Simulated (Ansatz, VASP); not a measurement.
One calculation of Si2W, two programs

The input INCAR:

```
ALGO     = Fast           # electronic algorithm
EDIFF    = 1E-6           # SCF threshold, eV
ENCUT    = 520            # plane-wave cutoff, eV
GGA      = PS             # functional
ISIF     = 2              # what is computed and relaxed
ISMEAR   = 0              # smearing method
KPAR     = 4            
LASPH    = T              # aspherical terms in the spheres
LCHARG   = F              # write CHGCAR
LREAL    = F              # projectors in reciprocal space
LWAVE    = F              # write WAVECAR
NBANDS   = 56             # bands
NELM     = 60             # most SCF steps
PREC     = Accurate       # precision mode
SIGMA    = 0.15           # smearing width, eV
```

The input KPOINTS:

```
k-points
0
Gamma
  15 15 3
```

The input POSCAR:

```
Si2W
1.0
   -3.2024995638      0.0000000000      0.0000000000
    0.0000000000     -3.2024995638      0.0000000000
   -0.2667682137      0.2667682137     15.6314650473
Si W
8 4
Direct
    0.4756556190      0.5243443810      0.2922494723
    0.9964806190      1.0035193810      0.0422494723
    0.4340056190      0.5659943810      0.7922494723
    0.9548306190      1.0451693810      0.5422494723
    0.4618693810      0.5381306190      0.4577505277
    0.9826943810      1.0173056190      0.2077505277
    0.4202193810      0.5797806190      0.9577505277
    0.9410443810      1.0589556190      0.7077505277
   -0.0728875000      1.0728875000      0.8750000000
    0.4479375000      0.5520625000      0.6250000000
   -0.0312375000      0.0312375000      0.3750000000
    0.4895875000      0.5104125000      0.1250000000
```

Input for Ansatz:

```yaml
crystal:
  lattice:
    - [-3.2024995638, 0.0, 0.0]
    - [0.0, -3.2024995638, 0.0]
    - [-0.2667682137, 0.2667682137, 15.6314650473]
  atoms:
    - { symbol: Si, position: [0.475655619, 0.524344381, 0.2922494723] }
    - { symbol: Si, position: [0.996480619, 1.003519381, 0.0422494723] }
    - { symbol: Si, position: [0.434005619, 0.565994381, 0.7922494723] }
    - { symbol: Si, position: [0.954830619, 1.045169381, 0.5422494723] }
    - { symbol: Si, position: [0.461869381, 0.538130619, 0.4577505277] }
    - { symbol: Si, position: [0.982694381, 1.017305619, 0.2077505277] }
    - { symbol: Si, position: [0.420219381, 0.579780619, 0.9577505277] }
    - { symbol: Si, position: [0.941044381, 1.058955619, 0.7077505277] }
    - { symbol: W, position: [-0.0728875, 1.0728875, 0.875] }
    - { symbol: W, position: [0.4479375, 0.5520625, 0.625] }
    - { symbol: W, position: [-0.0312375, 0.0312375, 0.375] }
    - { symbol: W, position: [0.4895875, 0.5104125, 0.125] }
basis:
  ecutwfc: 420
kpoints:
  mp_grid: { grid: [15, 15, 3] }
hamiltonian:
  xc: pbesol
scf:
  occupations: { method: gaussian, width: 0.15 }
output:
  forces: true
  stress: true
  eigenvalues: true
```

Alike in both runs: task single point; functional PBEsol; k mesh 15 × 15 × 3; occupations gaussian, width 0.15 eV; no spin polarisation.

|  | VASP | Ansatz |
| --- | --- | --- |
| version | VASP 6.6.1 | Ansatz 0.2.0 |
| potentials or method | VASP PAW PBE potentials, release 64 (Si, W_sv), cutoff 520 eV | scalar-relativistic, plane waves, PAW |
| valence electrons in the cell | 88 | 88 |

|  | VASP | Ansatz | Ansatz less VASP |
| --- | --- | --- | --- |
| gap on the k mesh at the Fermi level (eV) | none | none | - |
| pressure (GPa) | 1.1 | 0.8 | -0.36 |
| traceless stress, the component that is largest in VASP (GPa) | 3.53 | 3.53 | -0.002 |
| rms of the force components (eV/Å) | 0.462 | 0.461 | -0.0007 |

VASP's potentials were made for PBE, not for PBEsol. Atom by atom the forces differ by 0.003 eV/Å (rms over components). A gap of «none» marks a metal or a gap that the smearing closes.

Spin-orbit coupling is off throughout.
